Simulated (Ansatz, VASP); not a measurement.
# Mg7Te in VASP and in Ansatz

```
CELL_PARAMETERS angstrom
6.42527 0.00000 0.00000
-3.21264 5.56445 0.00000
0.00000 0.00000 5.24912
ATOMIC_POSITIONS crystal
Mg 0.99706 0.49853 0.50000
Mg 0.50147 0.49853 0.50000
Mg 0.50147 0.00294 0.50000
Mg 0.17061 0.34121 0.00000
Mg 0.17061 0.82939 0.00000
Mg 0.65879 0.82939 0.00000
Mg 0.66667 0.33333 0.00000
Te 0.00000 0.00000 0.50000
```

Change from the starting cell: species swapped into the Mg7Zn type (P-6m2, No. 187).

Alike in both runs: functional PBE; k mesh 3 × 3 × 3; occupations gaussian, width 0.2 eV; no spin polarisation.

Ansatz relaxed the structure, and its values are those at the end. VASP's run is a single point on that final structure, the one shown.

```csv
,VASP,Ansatz
version,VASP 6.6.1,Ansatz 0.2.0
potentials or method,"VASP PAW PBE potentials, release 64 (Mg, Te), cutoff 600 eV","scalar-relativistic, plane waves, PAW"
valence electrons in the cell,20,86
```

|  | VASP | Ansatz | Ansatz less VASP |
| --- | --- | --- | --- |
| gap on the k mesh at the Fermi level (eV) | none | none | - |
| pressure (GPa) | -0.3 | -0.1 | +0.11 |
| rms of the force components (eV/Å) | 0.029 | 0.029 | -0.0006 |

A gap of «none» marks a metal or a gap that the smearing closes. VASP's potentials hold 20 valence electrons a cell and Ansatz's 86, so a difference there can come from the potentials and not from the codes.

The k mesh is coarse, so the values compare programs but aren't converged. Spin-orbit coupling is off throughout.
